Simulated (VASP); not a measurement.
Set up this calculation in VASP 6.6.1, as the native input.

```yaml
Task: relaxation of the atoms
Functional: PBE
Dispersion: D3(BJ)
Potentials_or_basis: VASP PAW PBE potentials, release 64 (C)
Cutoff: 520 eV
k_mesh: 3 × 3 × 1
Occupations: gaussian, width 0.05 eV
Spin: no spin polarisation
Dipole_correction: yes
Atoms_held_fixed_from_0: "[0]"
Further_INCAR_settings: LREAL = Auto; ALGO = Normal; EDIFF = 1e-06; IBRION = 2; EDIFFG = -0.03; NSW = 90
```

The structure of C lies in POSCAR:

```
C
1.0
    7.3951485245      0.0000000000      0.0000000000
   -3.6975742623      6.4043864870      0.0000000000
    0.0000000000      0.0000000000     16.0016100061
C
18
Selective dynamics
Direct
    0.5555555556      0.4444444444      0.4999496924  F F F
    0.5555555556      0.7777777778      0.4999496924  T T T
    0.5555555556      0.1111111111      0.4999496924  T T T
    0.8888888889      0.4444444444      0.4999496924  T T T
    0.8888888889      0.7777777778      0.4999496924  T T T
    0.8888888889      0.1111111111      0.4999496924  T T T
    0.2222222222      0.4444444444      0.4999496924  T T T
    0.2222222222      0.7777777778      0.4999496924  T T T
    0.2222222222      0.1111111111      0.4999496924  T T T
    0.4444444444      0.2222222222      0.5000503076  T T T
    0.4444444444      0.5555555556      0.5000503076  T T T
    0.4444444444      0.8888888889      0.5000503076  T T T
    0.7777777778      0.2222222222      0.5000503076  T T T
    0.7777777778      0.5555555556      0.5000503076  T T T
    0.7777777778      0.8888888889      0.5000503076  T T T
    0.1111111111      0.2222222222      0.5000503076  T T T
    0.1111111111      0.5555555556      0.5000503076  T T T
    0.1111111111      0.8888888889      0.5000503076  T T T
```

One way to write it, as run:

INCAR

```
PREC     = Accurate       # precision mode
ENCUT    = 520            # plane-wave cutoff, eV
EDIFF    = 1E-6           # SCF threshold, eV
ISMEAR   = 0              # smearing method
SIGMA    = 0.05           # smearing width, eV
LREAL    = Auto         
LASPH    = T              # aspherical terms in the spheres
NELM     = 100            # most SCF steps
ALGO     = Normal         # electronic algorithm
ISIF     = 2              # what is computed and relaxed
LWAVE    = F              # write WAVECAR
LCHARG   = F              # write CHGCAR
LDIPOL   = T            
IDIPOL   = 3            
DIPOL    = 0.5 0.5 0.500
GGA      = PE             # functional
IVDW     = 12             # dispersion correction
IBRION   = 2              # ionic algorithm
NSW      = 90             # ionic steps
EDIFFG   = -0.03          # ionic threshold
```

KPOINTS

```
Automatic mesh
0
Gamma
  3 3 1
```

Potentials or basis: VASP PAW PBE potentials, release 64 (C).

Launch:

```sh
$ cat potpaw_PBE.64/C/POTCAR > POTCAR
$ mpirun -np 1 vasp_std > vasp.out
```

Results of the run:

```yaml
Band_gap_on_the_k_mesh: zero (filled and empty bands touch)
Dispersion_energy_per_atom: -0.089 eV
```

Caveat: the relaxation stopped at its first step, so nothing moved.

Run time: 2.5 min on 1 thread of AMD EPYC 9R45 (Zen 5), with other jobs on the host, peak memory 0.64 GiB.
